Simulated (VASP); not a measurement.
# MgO: single point with r2SCAN

Crystal: MgO.

```xyz
2
Lattice="2.6036 -0.0198 -0.0198 -0.0198 2.6036 -0.0198 -0.0198 -0.0198 2.6036" Properties=species:S:1:pos:R:3 pbc="T T T"
Mg    0.0000    0.0000    0.0000
O     1.2820    1.2820    1.2820
```

This cell differs from its parent crystal: strain along [111] -2.3%.

```json
{
 "Program": "VASP 6.6.1",
 "Task": "single point",
 "Functional": "r2SCAN",
 "Potentials or basis": "VASP PAW PBE potentials, release 64 (Mg_sv, O)",
 "Cutoff": "750 eV",
 "k mesh": "10 × 10 × 10",
 "Occupations": "gaussian, width 0.01 eV",
 "Spin": "no spin polarisation"
}
```

| Item | Value |
| --- | --- |
| Pressure | 3.9 GPa |
| Band gap on the k mesh | 3.75 eV (least direct gap 4.79 eV) |

Stress tensor (GPa, compression positive):
```
 3.86 -0.90 -0.90
-0.90  3.86 -0.90
-0.90 -0.90  3.86
```

Levels at points of the mesh, in eV from the valence-band top:
```csv
k point,band 5,band 6,band 7,band 8,band 9,band 10,band 11,band 12
"(0.00, 0.00, 0.00)",-19.73,-1.16,-1.03,-1.03,3.75,11.55,11.55,22.27
"(0.50, 0.00, 0.00)",-18.43,-6.73,-0.66,-0.55,8.28,10.98,16.01,18.59
"(0.50, 0.50, 0.00)",-17.55,-5.00,-4.89,0.00,6.06,13.67,13.95,14.66
"(0.50, 0.50, 0.50)",-16.64,-3.92,-3.92,-3.85,8.43,8.43,8.93,18.64
```

Wall time 95 s on 1 thread of AMD EPYC 9R45 96-Core Processor (Zen 5) (shared host), peak memory 0.15 GiB.

Caveat: the cell differs from its parent crystal (strain along [111] -2.3%); the cell stands under pressure; the PAW data sets were made with another functional, which shifts forces and pressure a little. A k mesh can miss the band edges.
